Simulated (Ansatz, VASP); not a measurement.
## Two plane-wave programs on Pb

```
Pb
1.0
     0.00000    2.52121    2.52121
     2.52121    0.00000    2.52121
     2.52121    2.52121    0.00000
Pb
1
Cartesian
  0.0000 0.0000 0.0000
```

Alike in both runs: task single point; functional r2SCAN; k mesh 14 × 14 × 14; occupations gaussian, width 0.05 eV; no spin polarisation.

|  | VASP | Ansatz |
| --- | --- | --- |
| version | VASP 6.6.1 | Ansatz 0.2.0 |
| potentials or method | VASP PAW PBE potentials, release 64 (Pb_d), cutoff 520 eV | scalar-relativistic, plane waves, PAW |
| valence electrons in the cell | 14 | 14 |

|  | VASP | Ansatz | Ansatz less VASP |
| --- | --- | --- | --- |
| gap on the k mesh at the Fermi level (eV) | none | none | - |
| pressure (GPa) | -1.1 | -1.1 | +0.01 |

VASP's potentials were made for PBE, not for r2SCAN. A gap of «none» marks a metal or a gap that the smearing closes.

Spin-orbit coupling is off throughout.
